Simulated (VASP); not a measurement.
Write the native input for VASP 6.6.1 that does the following.

```
Task                   : single point
Functional             : PBEsol
Potentials or basis    : VASP PAW PBE potentials, release 64 (Zr_sv, S)
Cutoff                 : 500 eV
k mesh                 : 6 × 6 × 6, shifted
Occupations            : fermi-dirac, width 0.01 eV
Spin                   : no spin polarisation
Dipole correction      : no
Further INCAR settings : ALGO = Normal; EDIFF = 1e-06; NBANDS = 16; ISYM = -1
```

The structure of ZrS lies in POSCAR:

```
ZrS
1.0
    0.0000000000      2.6250000000      2.6250000000
    2.6250000000      0.0000000000      2.6250000000
    2.6250000000      2.6250000000      0.0000000000
Zr S
1 1
Direct
    0.0000000000      0.0000000000      0.0000000000
    0.5000000000      0.5000000000      0.5000000000
```

One way to write it, as run:

INCAR

```
SYSTEM = ZrS
  PREC = Accurate
  ENCUT = 500
  EDIFF = 1E-6
  ISMEAR = -1
  SIGMA = 0.01
  LREAL = .False.
  LASPH = .True.
  NELM = 120
  ALGO = Normal
  ISIF = 2
  LWAVE = .False.
  LCHARG = .False.
  GGA = PS
  NBANDS = 16
  ISYM = -1
  GGA_COMPAT = .False.
```

KPOINTS

```
explicit points
108
Reciprocal
  0.08333333   0.08333333   0.08333333 2
  0.08333333   0.08333333   0.25000000 2
  0.08333333   0.08333333   0.41666667 2
  0.08333333   0.08333333   0.58333333 2
  0.08333333   0.08333333   0.75000000 2
  0.08333333   0.08333333   0.91666667 2
  0.08333333   0.25000000   0.08333333 2
  0.08333333   0.25000000   0.25000000 2
  0.08333333   0.25000000   0.41666667 2
  0.08333333   0.25000000   0.58333333 2
  0.08333333   0.25000000   0.75000000 2
  0.08333333   0.25000000   0.91666667 2
  0.08333333   0.41666667   0.08333333 2
  0.08333333   0.41666667   0.25000000 2
  0.08333333   0.41666667   0.41666667 2
  0.08333333   0.41666667   0.58333333 2
  0.08333333   0.41666667   0.75000000 2
  0.08333333   0.41666667   0.91666667 2
  0.08333333   0.58333333   0.08333333 2
  0.08333333   0.58333333   0.25000000 2
  0.08333333   0.58333333   0.41666667 2
  0.08333333   0.58333333   0.58333333 2
  0.08333333   0.58333333   0.75000000 2
  0.08333333   0.58333333   0.91666667 2
  0.08333333   0.75000000   0.08333333 2
  0.08333333   0.75000000   0.25000000 2
  0.08333333   0.75000000   0.41666667 2
  0.08333333   0.75000000   0.58333333 2
  0.08333333   0.75000000   0.75000000 2
  0.08333333   0.75000000   0.91666667 2
  0.08333333   0.91666667   0.08333333 2
  0.08333333   0.91666667   0.25000000 2
  0.08333333   0.91666667   0.41666667 2
  0.08333333   0.91666667   0.58333333 2
  0.08333333   0.91666667   0.75000000 2
  0.08333333   0.91666667   0.91666667 2
  0.25000000   0.08333333   0.08333333 2
  0.25000000   0.08333333   0.25000000 2
  0.25000000   0.08333333   0.41666667 2
  0.25000000   0.08333333   0.58333333 2
  0.25000000   0.08333333   0.75000000 2
  0.25000000   0.08333333   0.91666667 2
  0.25000000   0.25000000   0.08333333 2
  0.25000000   0.25000000   0.25000000 2
  0.25000000   0.25000000   0.41666667 2
  0.25000000   0.25000000   0.58333333 2
  0.25000000   0.25000000   0.75000000 2
  0.25000000   0.25000000   0.91666667 2
  0.25000000   0.41666667   0.08333333 2
  0.25000000   0.41666667   0.25000000 2
  0.25000000   0.41666667   0.41666667 2
  0.25000000   0.41666667   0.58333333 2
  0.25000000   0.41666667   0.75000000 2
  0.25000000   0.41666667   0.91666667 2
  0.25000000   0.58333333   0.08333333 2
  0.25000000   0.58333333   0.25000000 2
  0.25000000   0.58333333   0.41666667 2
  0.25000000   0.58333333   0.58333333 2
  0.25000000   0.58333333   0.75000000 2
  0.25000000   0.58333333   0.91666667 2
  0.25000000   0.75000000   0.08333333 2
  0.25000000   0.75000000   0.25000000 2
  0.25000000   0.75000000   0.41666667 2
  0.25000000   0.75000000   0.58333333 2
  0.25000000   0.75000000   0.75000000 2
  0.25000000   0.75000000   0.91666667 2
  0.25000000   0.91666667   0.08333333 2
  0.25000000   0.91666667   0.25000000 2
  0.25000000   0.91666667   0.41666667 2
  0.25000000   0.91666667   0.58333333 2
  0.25000000   0.91666667   0.75000000 2
  0.25000000   0.91666667   0.91666667 2
  0.41666667   0.08333333   0.08333333 2
  0.41666667   0.08333333   0.25000000 2
  0.41666667   0.08333333   0.41666667 2
  0.41666667   0.08333333   0.58333333 2
  0.41666667   0.08333333   0.75000000 2
  0.41666667   0.08333333   0.91666667 2
  0.41666667   0.25000000   0.08333333 2
  0.41666667   0.25000000   0.25000000 2
  0.41666667   0.25000000   0.41666667 2
  0.41666667   0.25000000   0.58333333 2
  0.41666667   0.25000000   0.75000000 2
  0.41666667   0.25000000   0.91666667 2
  0.41666667   0.41666667   0.08333333 2
  0.41666667   0.41666667   0.25000000 2
  0.41666667   0.41666667   0.41666667 2
  0.41666667   0.41666667   0.58333333 2
  0.41666667   0.41666667   0.75000000 2
  0.41666667   0.41666667   0.91666667 2
  0.41666667   0.58333333   0.08333333 2
  0.41666667   0.58333333   0.25000000 2
  0.41666667   0.58333333   0.41666667 2
  0.41666667   0.58333333   0.58333333 2
  0.41666667   0.58333333   0.75000000 2
  0.41666667   0.58333333   0.91666667 2
  0.41666667   0.75000000   0.08333333 2
  0.41666667   0.75000000   0.25000000 2
  0.41666667   0.75000000   0.41666667 2
  0.41666667   0.75000000   0.58333333 2
  0.41666667   0.75000000   0.75000000 2
  0.41666667   0.75000000   0.91666667 2
  0.41666667   0.91666667   0.08333333 2
  0.41666667   0.91666667   0.25000000 2
  0.41666667   0.91666667   0.41666667 2
  0.41666667   0.91666667   0.58333333 2
  0.41666667   0.91666667   0.75000000 2
  0.41666667   0.91666667   0.91666667 2
```

Potentials or basis: VASP PAW PBE potentials, release 64 (Zr_sv, S).

The run is started by

```bash
$ cat potpaw_PBE.64/Zr_sv/POTCAR potpaw_PBE.64/S/POTCAR > POTCAR
$ mpirun -np 1 vasp_std > vasp.out
```

Results of the run:

- Pressure: -6.3 GPa
- Band gap on the k mesh: zero (bands 9 and 10 overlap by 2.03 eV)

Caveat: the cell stands under tension; the PAW data sets were made with another functional, which shifts forces and pressure a little.

Wall time 37 s on 1 thread of AMD EPYC 9R14 (Zen 4), with other jobs on the host, peak memory 0.16 GiB.
